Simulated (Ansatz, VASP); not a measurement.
## Two plane-wave programs on ZnO

File INCAR:

```
ALGO = Normal
EDIFF = 1E-6
ENCUT = 600
GGA = PE
GGA_COMPAT = False
ISIF = 2
ISMEAR = 0
LASPH = True
LCHARG = False
LREAL = False
LWAVE = False
NBANDS = 26
NELM = 120
PREC = Accurate
SIGMA = 0.01
```

File KPOINTS:

```
k-points
0
Gamma
  9 9 4
```

POSCAR

```
ZnO
1.0
    3.2795251948      0.0000000000      0.0000000000
   -1.6397625974      2.8401521310      0.0000000000
    0.0000000000      0.0000000000      5.2931629037
Zn O
2 2
Direct
    0.3333333333      0.6666666667      0.4999596405
    0.6666666667      0.3333333333     -0.0000403595
    0.6666666667      0.3333333333      0.3790503595
    0.3333333333      0.6666666667      0.8790503595
```

Input for Ansatz:

```yaml
crystal:
  lattice:
    - [3.2795251948, 0.0, 0.0]
    - [-1.6397625974, 2.840152131, 0.0]
    - [0.0, 0.0, 5.2931629037]
  atoms:
    - { symbol: Zn, position: [0.3333333333, 0.6666666667, 0.4999596405] }
    - { symbol: Zn, position: [0.6666666667, 0.3333333333, -4.03595e-05] }
    - { symbol: O, position: [0.6666666667, 0.3333333333, 0.3790503595] }
    - { symbol: O, position: [0.3333333333, 0.6666666667, 0.8790503595] }
kpoints:
  mp_grid: { grid: [9, 9, 4] }
hamiltonian:
  xc: pbe
scf:
  occupations: { method: fixed }
  n_extra_bands: 5
output:
  forces: true
  stress: true
  eigenvalues: true
```

Alike in both runs: task single point; functional PBE; k mesh 9 × 9 × 4; no spin polarisation.

|  | VASP | Ansatz |
| --- | --- | --- |
| version | VASP 6.6.1 | Ansatz 0.2.0 |
| potentials or method | VASP PAW PBE potentials, release 64 (Zn, O) | plane waves, PAW |
| plane-wave cutoff (eV) | 600 | 420 |
| occupations | gaussian, width 0.01 eV | fixed |
| valence electrons in the cell | 36 | 36 |

|  | VASP | Ansatz | Ansatz less VASP |
| --- | --- | --- | --- |
| gap on the k mesh at the Fermi level (eV) | 0.73 | 0.74 | +0.015 |
| pressure (GPa) | 0.7 | 0.0 | -0.73 |
